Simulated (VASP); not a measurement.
Set up this calculation in VASP 6.6.1, as the native input.

```
Task                   : single point
Functional             : PBE
Potentials or basis    : VASP PAW PBE potentials, release 64 (Al)
Cutoff                 : 520 eV
k mesh                 : 11 × 11 × 3
Occupations            : fermi-dirac, width 0.05 eV
Spin                   : no spin polarisation
Dipole correction      : no
Further INCAR settings : ALGO = Normal; EDIFF = 1e-07; NBANDS = 14
```

The structure of Al lies in POSCAR:

```
Al
1.0
    2.8457999342      0.0000000000      0.0000000000
   -1.4228999671      2.4645350371      0.0000000000
    0.0000000000      0.0000000000      9.2468292341
Al
4
Direct
    0.6666666667      0.3333333333      0.7500000000
    0.0000000000      0.0000000000      0.5000000000
    0.3333333333      0.6666666667      0.2500000000
    0.0000000000      0.0000000000      0.0000000000
```

This isn't the form of Al at room conditions, which is fcc.

One way to write it, as run:

INCAR

```
SYSTEM = Al
PREC     = Accurate       ! precision mode
ENCUT    = 520            ! plane-wave cutoff, eV
EDIFF    = 1E-7           ! SCF threshold, eV
ISMEAR   = -1             ! smearing method
SIGMA    = 0.05           ! smearing width, eV
LREAL    = .FALSE.        ! projectors in reciprocal space
LASPH    = .TRUE.         ! aspherical terms in the spheres
NELM     = 100            ! most SCF steps
ALGO     = Normal         ! electronic algorithm
ISIF     = 2              ! what is computed and relaxed
LWAVE    = .FALSE.        ! write WAVECAR
LCHARG   = .FALSE.        ! write CHGCAR
GGA      = PE             ! functional
NBANDS   = 14             ! bands
```

KPOINTS

```
Automatic mesh
0
G
  11 11 3
  0 0 0
```

Potentials or basis: VASP PAW PBE potentials, release 64 (Al).

The run is started by

```sh
$ cat potpaw_PBE.64/Al/POTCAR > POTCAR
$ mpirun -np 1 vasp_std > vasp.out
```

It gave:

```
Pressure               : 1.8 GPa
Band gap on the k mesh : zero (bands 6 and 7 overlap by 5.90 eV)
```

Run time: 36 s on 1 thread of AMD EPYC 7R13, on a shared host, peak memory 0.15 GiB.
